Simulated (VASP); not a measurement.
# W in VASP: a series of runs, part 2 of 2

VASP 6.6.1. Earlier steps stand in the parts before.

### Step 4. Single point, PBE, non-collinear spin, zero start, spin-orbit coupling

INCAR

```
SYSTEM = W
PREC     = Accurate       ! precision mode
ENCUT    = 520            ! plane-wave cutoff, eV
EDIFF    = 1E-6           ! SCF threshold, eV
ISMEAR   = -1             ! smearing method
SIGMA    = 0.1            ! smearing width, eV
LREAL    = .False.        ! projectors in reciprocal space
LASPH    = .True.         ! aspherical terms in the spheres
NELM     = 150            ! most SCF steps
ALGO     = Normal         ! electronic algorithm
ISIF     = 2              ! what is computed and relaxed
LWAVE    = .False.        ! write WAVECAR
LCHARG   = .False.        ! write CHGCAR
MAGMOM   = 0 0 0          ! initial moments
LORBIT   = 11             ! projections on sites
LSORBIT  = .True.         ! spin-orbit coupling
GGA_COMPAT= .False.      
LORBMOM  = .True.       
LMAXMIX  = 4              ! l up to which the mixer works
LDIPOL   = .True.       
IDIPOL   = 3            
DIPOL    = 0.5 0.5 0.500
GGA      = PE             ! functional
NBANDS   = 25             ! bands
```

KPOINTS

```
regular mesh
0
Gamma
  13 13 1
  0 0 0
```

POSCAR

```
W
1.0
    2.7570193921      0.0000000000      0.0000000000
   -0.9190064640      2.5993428107      0.0000000000
    0.0000000000      0.0000000000     16.0000000000
W
1
Direct
    0.0000000000      0.0000000000      0.5000000000
```

Potentials or basis: VASP PAW PBE potentials, release 64 (W_sv).

Launch:

```sh
cat potpaw_PBE.64/W_sv/POTCAR > POTCAR
mpirun -np 1 vasp_ncl > vasp.out
```

OUTCAR:

```text
SYSTEM = W
   PREC = Accurate
   ENCUT = 520
   EDIFF = 1E-6
   ISMEAR = -1
   LREAL = .False.
   LASPH = .True.
   NELM = 150
   ISIF = 2
   LORBIT = 11
   LSORBIT = .True.
   GGA = PE

 ion  position               nearest neighbor table
   1  0.000  0.000  0.500-

  LATTYP: Found a base centered orthorhombic cell.
 ALAT       =     3.1835317764
 B/A-ratio  =     1.4142135624
 C/A-ratio  =     5.0258647074

  Lattice vectors:

 A1 = (   2.7570193921,   0.0000000000,   0.0000000000)
 A2 = (  -0.9190064640,   2.5993428107,   0.0000000000)
 A3 = (   0.0000000000,   0.0000000000,  16.0000000000)

Analysis of symmetry for initial positions (statically):
=====================================================================
 Subroutine PRICEL returns:
 Original cell was already a primitive cell.

 Routine SETGRP: Setting up the symmetry group for a
 base centered orthorhombic supercell.

 Subroutine GETGRP returns: Found  8 space group operations
 (whereof  8 operations were pure point group operations)
 out of a pool of  8 trial point group operations.

The static configuration has the point symmetry D_2h.

Analysis of symmetry for dynamics (positions and initial velocities):
=====================================================================
 Subroutine PRICEL returns:
 Original cell was already a primitive cell.

 Routine SETGRP: Setting up the symmetry group for a
 base centered orthorhombic supercell.

 Subroutine GETGRP returns: Found  8 space group operations
 (whereof  8 operations were pure point group operations)
 out of a pool of  8 trial point group operations.

The dynamic configuration has the point symmetry D_2h.

Analysis of structural, dynamic, and magnetic symmetry:
=====================================================================
 Subroutine PRICEL returns:
 Original cell was already a primitive cell.

 Routine SETGRP: Setting up the symmetry group for a
[... 847 lines left out ...]
  in kB      -76.8333241    -80.7403201     -0.1336996     -5.5253267      0.0000000      0.0000000
  external PRESSURE =     -52.5691146 kB  Pullay stress =       0.0000000 kB

 VOLUME and BASIS-vectors are now :
 -----------------------------------------------------------------------------
  energy-cutoff  :      520.00
  volume of cell :      114.66
      direct lattice vectors                 reciprocal lattice vectors
     2.757019392  0.000000000  0.000000000     0.362710543  0.128237542  0.000000000
    -0.919006464  2.599342811  0.000000000     0.000000000  0.384712627  0.000000000
     0.000000000  0.000000000 16.000000000     0.000000000  0.000000000  0.062500000

 POSITION                                       TOTAL-FORCE (eV/Angst)
 -----------------------------------------------------------------------------------
      0.00000      0.00000      8.00000         0.000000      0.000000      0.000000
 -----------------------------------------------------------------------------------
    total drift:                                0.000000      0.000000      0.000000

  FREE ENERGIE OF THE ION-ELECTRON SYSTEM (eV)
  ---------------------------------------------------
  free  energy   TOTEN  =       -10.5376973186 eV

  energy  without entropy=      -10.4759262748  energy(sigma->0) =      -10.50681180

 vacuum level on the upper side and lower side of the slab         2.306         2.306

 orbital moment (x)

 # of ion     p       d       tot
 ----------------------------------------
  1         0.000   0.000   0.000
 ----------------------------------------
            0.000   0.000   0.000

 orbital moment (y)

 # of ion     p       d       tot
 ----------------------------------------
  1         0.000   0.000   0.000
 ----------------------------------------
            0.000   0.000   0.000

 orbital moment (z)

 # of ion     p       d       tot
 ----------------------------------------
  1         0.000   0.000   0.000
 ----------------------------------------
            0.000   0.000   0.000

 Spin-Orbit-Coupling matrix elements

 Ion:    1  E_soc:     -1.7358486
 l=   1
     0.0000000    -0.2311065    -0.2340674
    -0.2311065     0.0000000    -0.2307243
    -0.2340674    -0.2307243     0.0000000
 l=   2
     0.0000000    -0.0089067     0.0000000    -0.0090222    -0.0439465
    -0.0089067     0.0000000    -0.0368988    -0.0133609    -0.0114501
     0.0000000    -0.0368988     0.0000000    -0.0374097     0.0000000
    -0.0090222    -0.0133609    -0.0374097     0.0000000    -0.0110311
    -0.0439465    -0.0114501     0.0000000    -0.0110311     0.0000000
 l=   3
     0.0000000     0.0000000     0.0000000     0.0000000     0.0000000     0.0000000     0.0000000
     0.0000000     0.0000000     0.0000000     0.0000000     0.0000000     0.0000000     0.0000000
     0.0000000     0.0000000     0.0000000     0.0000000     0.0000000     0.0000000     0.0000000
     0.0000000     0.0000000     0.0000000     0.0000000     0.0000000     0.0000000     0.0000000
     0.0000000     0.0000000     0.0000000     0.0000000     0.0000000     0.0000000     0.0000000
     0.0000000     0.0000000     0.0000000     0.0000000     0.0000000     0.0000000     0.0000000
     0.0000000     0.0000000     0.0000000     0.0000000     0.0000000     0.0000000     0.0000000

 total charge

# of ion       s       p       d       tot
------------------------------------------
    1        2.407   6.135   3.219  11.761

 magnetization (x)

# of ion       s       p       d       tot
------------------------------------------
    1        0.000   0.000   0.000   0.000

 magnetization (y)

# of ion       s       p       d       tot
------------------------------------------
    1        0.000   0.000   0.000   0.000

 magnetization (z)

# of ion       s       p       d       tot
------------------------------------------
    1        0.000  -0.000  -0.000  -0.000
```

stdout:

```text
POSCAR found type information on POSCAR W
 POSCAR found :  1 types and       1 ions
 scaLAPACK will be used
 LDA part: xc-table for (Slater+PW92), standard interpolation
 POSCAR, INCAR and KPOINTS ok, starting setup
 FFT: planning ... GRIDC
 FFT: planning ... GRID_SOFT
 FFT: planning ... GRID
 WAVECAR not read
 entering main loop
```

Wall time 2.8 min (1 thread of Intel Xeon 6975P-C (Granite Rapids), shared host); peak memory 0.62 GiB.

Results:

| Property | Result |
| --- | --- |
| Free energy | -10.5377 eV |
| Net moment | 0.00 μB per cell |
| Valence electrons inside the program's atomic spheres | W 11.76 |

Moments on the atoms (μB; x, y, z):
```
W   0.00 0.00 0.00
```
